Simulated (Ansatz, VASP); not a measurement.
**Two plane-wave programs on BN**

The input INCAR:

```
PREC     = Accurate       # precision mode
ENCUT    = 600            # plane-wave cutoff, eV
EDIFF    = 1E-6           # SCF threshold, eV
ISMEAR   = -1             # smearing method
SIGMA    = 0.05           # smearing width, eV
LREAL    = F              # projectors in reciprocal space
LASPH    = T              # aspherical terms in the spheres
NELM     = 120            # most SCF steps
ALGO     = Normal         # electronic algorithm
ISIF     = 2              # what is computed and relaxed
LWAVE    = F              # write WAVECAR
LCHARG   = F              # write CHGCAR
GGA      = PS             # functional
NBANDS   = 16             # bands
GGA_COMPAT= F
```

The input KPOINTS:

```
regular mesh
0
Gamma
  10 10 5
```

POSCAR

```
BN
1.0
    2.5539396017      0.0000000000      0.0000000000
   -1.2769698009      2.2117765748      0.0000000000
    0.0000000000      0.0000000000      4.2691235500
N B
2 2
Direct
    0.3333333333      0.6666666667      0.1252760000
    0.6666666667      0.3333333333      0.6252760000
    0.3333333333      0.6666666667      0.4997240000
    0.6666666667      0.3333333333      0.9997240000
```

Contents of input.yaml:

```yaml
crystal:
  lattice:
    - [2.5539396017, 0.0, 0.0]
    - [-1.2769698009, 2.2117765748, 0.0]
    - [0.0, 0.0, 4.26912355]
  atoms:
    - { symbol: "N", position: [0.3333333333, 0.6666666667, 0.125276] }
    - { symbol: "N", position: [0.6666666667, 0.3333333333, 0.625276] }
    - { symbol: B, position: [0.3333333333, 0.6666666667, 0.499724] }
    - { symbol: B, position: [0.6666666667, 0.3333333333, 0.999724] }
hamiltonian:
  xc: pbesol
  pseudopotentials: { kind: paw }
kpoints:
  mp_grid: { grid: [10, 10, 5] }
  band_path:
    path:
      - [[0.0, 0.0, 0.0], [0.5, 0.0, 0.0], [0.3333333333, 0.3333333333, 0.0], [0.0, 0.0, 0.0], [0.0, 0.0, 0.5], [0.5, 0.0, 0.5], [0.3333333333, 0.3333333333, 0.5], [0.0, 0.0, 0.5]]
      - [[0.5, 0.0, 0.5], [0.5, 0.0, 0.0]]
      - [[0.3333333333, 0.3333333333, 0.0], [0.3333333333, 0.3333333333, 0.5]]
    npoints: 14
scf:
  occupations: { method: fermi_dirac, width: 0.05 }
  n_extra_bands: 10
output:
  forces: true
  stress: true
  eigenvalues: true
  fatbands: true
  write_density: true
  write_potential: true
  elf: true
  volumetric_format: npy
```

Alike in both runs: functional PBEsol; k mesh 10 × 10 × 5; occupations fermi-dirac, width 0.05 eV; no spin polarisation.

|  | VASP | Ansatz |
| --- | --- | --- |
| version | VASP 6.6.1 | Ansatz 0.2.0 |
| potentials or method | VASP PAW PBE potentials, release 64 (N, B) | Ansatz PAW |
| plane-wave cutoff (eV) | 600 | 420 |
| valence electrons in the cell | 16 | 16 |
| task | single point | band structure |

```tsv
	VASP	Ansatz	Ansatz less VASP
gap on the k mesh at the Fermi level (eV)	5.15	5.16	+0.017
least direct gap on the mesh (eV)	8.07	8.07	+0.003
pressure (GPa)	-9.2	-9.4	-0.22
traceless stress, the component that is largest in VASP (GPa)	-6.53	-6.45	+0.087
rms of the force components (eV/Å)	0.010	0.013	+0.0034
```

VASP's potentials were made for PBE, not for PBEsol. Atom by atom the forces differ by 0.003 eV/Å (rms over components).

Noted on Ansatz's run: Pulay correction over one GPa; the k mesh misses the band edges, so the gap on the mesh is wider than the one along the path.
